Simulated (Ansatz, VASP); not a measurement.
**One calculation of SiC, two programs**

File INCAR:

```
SYSTEM = SiC
PREC     = Accurate       ! precision mode
ENCUT    = 520            ! plane-wave cutoff, eV
EDIFF    = 1E-6           ! SCF threshold, eV
ISMEAR   = 0              ! smearing method
SIGMA    = 0.05           ! smearing width, eV
LREAL    = .FALSE.        ! projectors in reciprocal space
LASPH    = .TRUE.         ! aspherical terms in the spheres
NELM     = 80             ! most SCF steps
ALGO     = Normal         ! electronic algorithm
ISIF     = 2              ! what is computed and relaxed
LWAVE    = .FALSE.        ! write WAVECAR
LCHARG   = .TRUE.         ! write CHGCAR
GGA      = CA             ! functional
LELF     = .TRUE.         ! ELF
LVHAR    = .TRUE.       
NBANDS   = 11             ! bands
```

KPOINTS

```
regular mesh
0
G
  12 12 12
  0 0 0
```

The input POSCAR:

```
SiC
1.0
    0.0000000000      2.1740000000      2.1740000000
    2.1740000000      0.0000000000      2.1740000000
    2.1740000000      2.1740000000      0.0000000000
Si C
1 1
Direct
   -0.1016425341      0.0000000000      0.0000000000
    0.7500000000      0.7500000000      0.7500000000
```

Input for Ansatz:

```yaml
crystal:
  lattice:
    - [0.0, 2.174, 2.174]
    - [2.174, 0.0, 2.174]
    - [2.174, 2.174, 0.0]
  atoms:
    - { symbol: Si, position: [-0.1016425341, 0.0, 0.0] }
    - { symbol: C, position: [0.75, 0.75, 0.75] }
basis:
  ecutwfc: 420
kpoints:
  mp_grid: { grid: [12, 12, 12] }
hamiltonian:
  xc: lda
scf:
  occupations: { method: gaussian, width: 0.05 }
output:
  forces: true
  stress: true
  eigenvalues: true
```

Change from the starting cell: all Si atoms moved +0.312 Å, as atom 1 towards its neighbour atom 1 (Si) at 3.075 Å.

Alike in both runs: task single point; functional LDA; k mesh 12 × 12 × 12; occupations gaussian, width 0.05 eV; no spin polarisation.

|  | VASP | Ansatz |
| --- | --- | --- |
| version | VASP 6.6.1 | Ansatz 0.2.0 |
| potentials or method | VASP PAW LDA potentials, release 64 (Si, C), cutoff 520 eV | scalar-relativistic, plane waves, PAW |
| valence electrons in the cell | 8 | 8 |

Ansatz gave:

* gap on the k mesh at the Fermi level (eV): none
* pressure (GPa): 9.6
* traceless stress, the component that is largest in VASP (GPa): 17.40
* rms of the force components (eV/Å): 4.223

Task: Estimate VASP's values.

Result: gap on the k mesh at the Fermi level (eV): none; pressure (GPa): 9.9; traceless stress, the component that is largest in VASP (GPa): 17.50; rms of the force components (eV/Å): 4.224.

LDA's correlation is that of Perdew and Zunger in VASP and of Perdew and Wang (1992) in Ansatz. Atom by atom the forces differ by 0.005 eV/Å (rms over components). A gap of «none» marks a metal or a gap that the smearing closes.
